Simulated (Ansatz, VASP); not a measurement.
## ZnSe5 in VASP and in Ansatz

```
Zn Se
1.0
     6.49844    0.00000    0.00000
    -3.24922    5.62781    0.00000
     0.00000    0.00000    3.59107
Zn Se
1 5
Direct
  0.00000 0.00000 0.50000
  0.68858 0.00000 0.00000
  0.66667 0.33333 0.50000
  0.31142 0.31142 0.00000
  0.33333 0.66667 0.50000
  0.00000 0.68858 0.00000
```

Change from the starting cell: species swapped into the SrMg5 type (P-62m, No. 189).

Alike in both runs: task relaxation of cell and atoms; functional PBE; k mesh 3 × 3 × 6; occupations gaussian, width 0.1 eV; no spin polarisation.

```csv
,VASP,Ansatz
version,VASP 6.6.1,Ansatz 0.2.0
potentials or method,"VASP PAW PBE potentials, release 64 (Zn, Se), cutoff 600 eV","scalar-relativistic, plane waves, PAW"
valence electrons in the cell,42,92
```

Ansatz gave:

```
gap on the k mesh at the Fermi level, each at its own relaxed structure (eV) : none
relaxed volume (Å³/atom)                                                     : 21.61
relaxed cell length with the largest relative difference (Å)                 : 3.670
```

Task: What did VASP give for the same quantities?

Result: gap on the k mesh at the Fermi level, each at its own relaxed structure (eV): none; relaxed volume (Å³/atom): 21.67; relaxed cell length with the largest relative difference (Å): 3.674.

A gap of «none» marks a metal or a gap that the smearing closes. VASP's potentials hold 42 valence electrons a cell and Ansatz's 92, so a difference there can come from the potentials and not from the codes.

The k mesh is coarse, so the values compare programs but aren't converged.
